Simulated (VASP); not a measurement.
Here is a VASP 6.6.1 calculation.

File INCAR:

```
ALGO     = Fast           # electronic algorithm
EDIFF    = 1E-6           # SCF threshold, eV
ENCUT    = 520            # plane-wave cutoff, eV
GGA      = PS             # functional
ISIF     = 2              # what is computed and relaxed
ISMEAR   = 0              # smearing method
LASPH    = T              # aspherical terms in the spheres
LCHARG   = F              # write CHGCAR
LREAL    = F              # projectors in reciprocal space
LWAVE    = F              # write WAVECAR
NBANDS   = 14             # bands
NELM     = 60             # most SCF steps
PREC     = Accurate       # precision mode
SIGMA    = 0.15           # smearing width, eV
```

KPOINTS

```
k-points
0
Gamma
  16 16 16
```

POSCAR

```
AlNi
1.0
    2.9962400000      0.0000000000      0.0000000000
    0.0000000000      2.9962400000      0.0000000000
    0.0000000000      0.0000000000      2.9962400000
Al Ni
1 1
Direct
    0.0000000000      0.0000000000      0.0000000000
    0.5000000000      0.5000000000      0.5000000000
```

Potentials or basis: VASP PAW PBE potentials, release 64 (Al, Ni).

The run is started by

```sh
$ cat potpaw_PBE.64/Al/POTCAR potpaw_PBE.64/Ni/POTCAR > POTCAR
$ mpirun -np 1 vasp_std > vasp.out
```

What does it give for the pressure?

-17.8 GPa.

Estimate the band gap on the k mesh.

zero (an odd number of electrons rules out a gap without spin polarisation).

Caveat: the cell differs from its parent crystal (strain +0.040 along x and y, +0.040 along z); the cell stands under tension; the PAW data sets were made with another functional, which shifts forces and pressure a little. Spin polarisation is off, so any magnetic state and its effect on volume and gap are missing.
